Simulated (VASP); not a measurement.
# BeS (I4cm) in VASP: single point with PBE

Aim: the single point of BeS with PBE.

Everything below comes from runs of VASP 6.6.1. Logs are shortened: lines on timing, memory, paths and dates and some standing lists are left out, and cuts for length are marked.

## Step 1: The cell of the first run

Symmetry: I4cm, No. 108, tetragonal system. Conventional cell: a = 6.749 Å, b = 6.749 Å, c = 5.678 Å, α = 90.00°, β = 90.00°, γ = 90.00°. Within 2.8 Å of Be (site symmetry m) lie 4 S at 2.08 to 2.14 Å and 1 Be at 2.65 Å. Within 2.8 Å of S (site symmetry m) lie 4 Be at 2.08 to 2.14 Å.

## Step 2: Single point, PBE

POSCAR

```
BeS
1.0
   -3.3745768249      3.3745768249      2.8387715032
    3.3745768249     -3.3745768249      2.8387715032
    3.3745768249      3.3745768249     -2.8387715032
Be S
4 4
Direct
    0.5457769370      0.0457769370      0.2223152548
    0.8234616822      0.3234616822      0.7776847452
    0.0457769370      0.8234616822      0.5000000000
    0.3234616822      0.5457769370      0.5000000000
    0.6575498978      0.4732114831      0.5000000000
    0.9732114831      0.1575498978      0.5000000000
    0.1575498978      0.6575498978      0.1843384147
    0.4732114831      0.9732114831      0.8156615853
```

INCAR.step1

```
PREC = Accurate ; ENCUT = 520
EDIFF = 1E-6 ; ISMEAR = 0
SIGMA = 0.02 ; LREAL = False
LASPH = True ; NELM = 60
ALGO = Normal ; ISIF = 2
LWAVE = False ; LCHARG = True
GGA = PE ; NBANDS = 26
```

KPOINTS.step1

```
regular mesh
0
Gamma
  6 6 6
```

INCAR.step2

```
PREC = Accurate ; ENCUT = 520
EDIFF = 1E-6 ; ISMEAR = -5
SIGMA = 0.02 ; LREAL = False
LASPH = True ; NELM = 60
ALGO = Normal ; ISIF = 2
LWAVE = False ; LCHARG = False
GGA = PE ; LORBIT = 11
NBANDS = 26 ; NEDOS = 2001
ICHARG = 11
```

KPOINTS.step2

```
regular mesh
0
Gamma
  9 9 9
```

Potentials or basis: VASP PAW PBE potentials, release 64 (Be, S).

On the command line:

```sh
$ cat potpaw_PBE.64/Be/POTCAR potpaw_PBE.64/S/POTCAR > POTCAR
$ cp INCAR.step1 INCAR
$ cp KPOINTS.step1 KPOINTS
$ mpirun -np 1 vasp_std > vasp.out
$ cp INCAR.step2 INCAR
$ cp KPOINTS.step2 KPOINTS
$ mpirun -np 1 vasp_std > vasp.out
```

OUTCAR:

```text
PREC = Accurate
   ENCUT = 520
   EDIFF = 1E-6
   ISMEAR = -5
   LREAL = False
   LASPH = True
   NELM = 60
   ISIF = 2
   GGA = PE
   LORBIT = 11
   ICHARG = 11

 ion  position               nearest neighbor table
   1  0.546  0.046  0.222-   8 2.08   7 2.10   5 2.14   6 2.14
   2  0.823  0.323  0.778-   7 2.08   8 2.10   5 2.14   6 2.14
   3  0.046  0.823  0.500-   6 2.08   5 2.10   7 2.14   8 2.14
   4  0.323  0.546  0.500-   5 2.08   6 2.10   7 2.14   8 2.14
   5  0.658  0.473  0.500-   4 2.08   3 2.10   1 2.14   2 2.14
   6  0.973  0.158  0.500-   3 2.08   4 2.10   1 2.14   2 2.14
   7  0.158  0.658  0.184-   2 2.08   1 2.10   3 2.14   4 2.14
   8  0.473  0.973  0.816-   1 2.08   2 2.10   3 2.14   4 2.14

  LATTYP: Found a body centered tetragonal cell.
 ALAT       =     6.7491536498
 C/A-ratio  =     0.8412229594

  Lattice vectors:

 A1 = (  -3.3745768249,   3.3745768249,   2.8387715032)
 A2 = (   3.3745768249,  -3.3745768249,   2.8387715032)
 A3 = (   3.3745768249,   3.3745768249,  -2.8387715032)

Analysis of symmetry for initial positions (statically):
=====================================================================
 Subroutine PRICEL returns:
 Original cell was already a primitive cell.

 Routine SETGRP: Setting up the symmetry group for a
 body centered tetragonal supercell.

 Subroutine GETGRP returns: Found  8 space group operations
 (whereof  4 operations were pure point group operations)
 out of a pool of 16 trial point group operations.

The static configuration has the point symmetry     .
 The point group associated with its full space group is C_4v.

Analysis of symmetry for dynamics (positions and initial velocities):
=====================================================================
 Subroutine PRICEL returns:
 Original cell was already a primitive cell.

 Routine SETGRP: Setting up the symmetry group for a
 body centered tetragonal supercell.

 Subroutine GETGRP returns: Found  8 space group operations
 (whereof  4 operations were pure point group operations)
 out of a pool of 16 trial point group operations.

The dynamic configuration has the point symmetry C_4v.
 The point group associated with its full space group is C_4v.

 Subroutine INISYM returns: Found  8 space group operations
 (whereof  4 operations are pure point group operations),
 and found     1 'primitive' translations

----------------------------------------------------------------------------------------

                                     Primitive cell

  volume of cell :     129.3091

  direct lattice vectors                    reciprocal lattice vectors
    -3.374576825  3.374576825  2.838771503     0.000000000  0.148166726  0.176132528
     3.374576825 -3.374576825  2.838771503     0.148166726  0.000000000  0.176132528
     3.374576825  3.374576825 -2.838771503     0.148166726  0.148166726  0.000000000

  length of vectors
     5.552851623  5.552851623  5.552851623     0.230165258  0.230165258  0.209539393

  position of ions in fractional coordinates (direct lattice)
     0.545776937  0.045776937  0.222315255
     0.823461682  0.323461682  0.777684745
     0.045776937  0.823461682  0.500000000
     0.323461682  0.545776937  0.500000000
     0.657549898  0.473211483  0.500000000
     0.973211483  0.157549898  0.500000000
     0.157549898  0.657549898  0.184338415
     0.473211483  0.973211483  0.815661585

  ion indices of the primitive-cell ions
   primitive index   ion index
                 1           1
                 2           2
                 3           3
                 4           4
                 5           5
                 6           6
                 7           7
                 8           8

----------------------------------------------------------------------------------------

 KPOINTS: regular mesh

Automatic generation of k-mesh.
 Grid dimensions read from file:
 generate k-points for:    9    9    9

 Generating k-lattice:

  Cartesian coordinates                     Fractional coordinates (reciprocal lattice)
     0.000000000  0.016462970  0.019570281     0.111111111 -0.000000000  0.000000000
     0.016462970  0.000000000  0.019570281    -0.000000000  0.111111111  0.000000000
     0.016462970  0.016462970  0.000000000     0.000000000  0.000000000  0.111111111

  Length of vectors
     0.025573918  0.025573918  0.023282155

  Shift w.r.t. Gamma in fractional coordinates (k-lattice)
     0.000000000  0.000000000  0.000000000

 TETIRR: Found   1695 inequivalent tetrahedra from     4374

 Subroutine IBZKPT returns following result:
 ===========================================

 Found     75 irreducible k-points:

 Following reciprocal coordinates:
            Coordinates               Weight
  0.000000  0.000000  0.000000      1.000000
  0.111111  0.000000 -0.000000      8.000000
  0.222222 -0.000000  0.000000      8.000000
  0.333333  0.000000 -0.000000      8.000000
  0.444444 -0.000000  0.000000      8.000000
  0.111111  0.111111 -0.000000      8.000000
[... 16 lines left out ...]
 -0.333333  0.333333  0.000000      4.000000
  0.444444  0.444444 -0.000000      8.000000
 [... further k-points ...]
   k-points           NKPTS =     75   k-points in BZ     NKDIM =     75   number of bands    NBANDS=     26
   number of dos      NEDOS =   2001   number of ions     NIONS =      8
   total plane-waves  NPLWV =  74088
   dimension x,y,z NGX =    42 NGY =   42 NGZ =   42
   dimension x,y,z NGXF=    84 NGYF=   84 NGZF=   84
   ions per type =               4   4
   NGX,Y,Z   is equivalent  to a cutoff of  12.57, 12.57, 12.57 a.u.
   NGXF,Y,Z  is equivalent  to a cutoff of  25.15, 25.15, 25.15 a.u.
 SYSTEM =  unknown system
   PREC   = accura    normal or accurate (medium, high low for compatibility)
   ISTART =      0    job   : 0-new  1-cont  2-samecut
   ICHARG =     11    charge: 1-file 2-atom 10-const
   ISPIN  =      1    spin polarized calculation?
   LNONCOLLINEAR =      F non collinear calculations
   LSORBIT =      F    spin-orbit coupling
   LASPH  =      T    aspherical Exc in radial PAW
   ENCUT  =  520.0 eV  38.22 Ry    6.18 a.u.  10.32 10.32 10.32*2*pi/ulx,y,z
   NELM   =     60;   NELMIN=  2; NELMDL=  0     # of ELM steps
   EDIFF  = 0.1E-05   stopping-criterion for ELM
   LREAL  =      F    real-space projection
   EDIFFG = 0.1E-04   stopping-criterion for IOM
   NSW    =      0    number of steps for IOM
   IBRION =     -1    ionic relax: 0-MD 1-quasi-New 2-CG
   NFREE  =      0    steps in history (QN), initial steepest desc. (CG)
   ISIF   =      2    stress and relaxation
   ISYM   =      2    0-nonsym 1-usesym 2-fastsym
   POTIM  = 0.5000    time-step for ionic-motion
   TEBEG  =    0.0;   TEEND  =   0.0 temperature during run
   PSTRESS=    0.0 pullay stress
   NELECT =      32.0000    total number of electrons
   NUPDOWN=      -1.0000    fix difference up-down
   EMIN   =  10.00;   EMAX   =-10.00  energy-range for DOS
   EFERMI =   0.00;   METHOD = LEGACY
   ISMEAR =    -5;   SIGMA  =   0.02  broadening in eV -4-tet -1-fermi 0-gaus
   EFERMI_NEDOS =   21; number of points for ismear=-14 and -15
   IALGO  =     38    algorithm
   IMIX   =      4    mixing-type and parameters
     AMIX     =   0.40;   BMIX     =  1.00
     AMIX_MAG =   1.60;   BMIX_MAG =  1.00
  volume/ion in A,a.u.               =      16.16       109.08
  Fermi-wavevector in a.u.,A,eV,Ry     =   1.027815  1.942290 14.373257  1.056405
  Thomas-Fermi vector in A             =   2.161780
   LORBIT       =     11    0 simple, 1 ext, 2 COOP (PROOUT), +10 PAW based schemes
   GGA     = PE    functional components
   LHFCALC =     F    Hartree Fock is set to
   AEXX    =    0.0000 exact exchange contribution
   IVDW    =     0    specifies the selected vdW correction
   LEPSILON=     F    determine dielectric tensor
   LRPA    =     F    only Hartree local field effects (RPA)
 non-spin polarized calculation
 Fermi weights with tetrahedron method with Bloechl corrections
  energy-cutoff  :      520.00
  volume of cell :      129.31
 maximum number of plane-waves:      3515
 NGX is ok and might be reduce to    42

 number of electron      32.0000001 magnetization

 Free energy of the ion-electron system (eV)
  ---------------------------------------------------
  ext. energy  EPLUGINS =         0.00000000
  ---------------------------------------------------
  free energy    TOTEN  =       -39.29989478 eV

  energy without entropy =      -39.29989478  energy(sigma->0) =      -39.29989478

 E-fermi :   2.8627     XC(G=0):  -8.9723

 val. band max:        2.8527196402   @ k =  -0.4444  -0.4444   0.4444
 cond. band min:       6.9694346383   @ k =   0.0000   0.0000   0.0000
 fundamental gap:      4.1167149981
 Fermi energy:         2.8626732644

 k-point     1 :       0.0000    0.0000    0.0000
  band No.  band energies     occupation
      1     -10.5689      2.00000
      2      -8.9474      2.00000
      3      -8.2299      2.00000
      4      -8.2299      2.00000
      5      -2.1882      2.00000
      6      -1.8401      2.00000
[... 18 lines left out ...]
     25      10.9971      0.00000
     26      11.3906      0.00000

 k-point     2 :       0.1111    0.0000   -0.0000
  band No.  band energies     occupation
      1     -10.5157      2.00000
      2      -8.9705      2.00000
      3      -8.2827      2.00000
      4      -8.2680      2.00000
      5      -2.2884      2.00000
      6      -1.8797      2.00000
[... 18 lines left out ...]
     25      10.8275      0.00000
[... 608 lines left out ...]
     25      10.9037      0.00000
     26      11.6301      0.00000

 k-point    24 :       0.4444    0.4444   -0.0000
  band No.  band energies     occupation
      1     -10.0690      2.00000
      2      -9.0812      2.00000
      3      -8.9641      2.00000
      4      -8.2776      2.00000
      5      -2.3167      2.00000
      6      -1.8504      2.00000
[... 18 lines left out ...]
     25      10.4719      0.00000
     26      11.5869      0.00000

 [... further k-points ...]
[... 5 lines left out ...]
  --------------------------------------------------------------------------------------
  -------------------------------------------------------------------------------------
  Total        0.0166075      0.0166075      0.0008527      0.0000000      0.0000000      0.0000000
  in kB        0.2057718      0.2057718      0.0105655      0.0000000      0.0000000      0.0000000
  external PRESSURE =       0.1407031 kB  Pullay stress =       0.0000000 kB

 VOLUME and BASIS-vectors are now :
 -----------------------------------------------------------------------------
  energy-cutoff  :      520.00
  volume of cell :      129.31
      direct lattice vectors                 reciprocal lattice vectors
    -3.374576825  3.374576825  2.838771503     0.000000000  0.148166726  0.176132528
     3.374576825 -3.374576825  2.838771503     0.148166726  0.000000000  0.176132528
     3.374576825  3.374576825 -2.838771503     0.148166726  0.148166726  0.000000000

 POSITION                                       TOTAL-FORCE (eV/Angst)
 -----------------------------------------------------------------------------------
     -0.93707      2.43751      1.04818         0.003004      0.003004     -0.002437
      0.93707      4.31165      1.04818        -0.003004     -0.003004     -0.002437
      4.31165     -0.93707      1.04818        -0.003004      0.003004     -0.002437
      2.43751      0.93707      1.04818         0.003004     -0.003004     -0.002437
      1.06522      2.30935      1.79059         0.003896     -0.003896      0.002437
     -1.06522      4.43980      1.79059        -0.003896      0.003896      0.002437
      2.30935     -1.06522      1.79059        -0.003896     -0.003896      0.002437
      4.43980      1.06522      1.79059         0.003896      0.003896      0.002437
 -----------------------------------------------------------------------------------
    total drift:                               -0.000001     -0.000001     -0.000091

  FREE ENERGIE OF THE ION-ELECTRON SYSTEM (eV)
  ---------------------------------------------------
  free  energy   TOTEN  =       -39.2998947807 eV

  energy  without entropy=      -39.2998947807  energy(sigma->0) =      -39.29989478

 total charge

# of ion       s       p       d       tot
------------------------------------------
    1        0.380   0.627   0.000   1.007
    2        0.380   0.627   0.000   1.007
    3        0.380   0.627   0.000   1.007
    4        0.380   0.627   0.000   1.007
    5        1.308   2.518   0.000   3.826
    6        1.308   2.518   0.000   3.826
    7        1.308   2.518   0.000   3.826
    8        1.308   2.518   0.000   3.826
--------------------------------------------------
tot          6.750  12.581   0.000  19.331
```

Wall time 3.6 min (1 thread of Intel Xeon Platinum 8488C (Sapphire Rapids), shared host); peak memory 0.36 GiB.

Results:

```yaml
Valence_electrons_inside_the_program's_atomic_spheres: Be 1.01; S 3.83
```
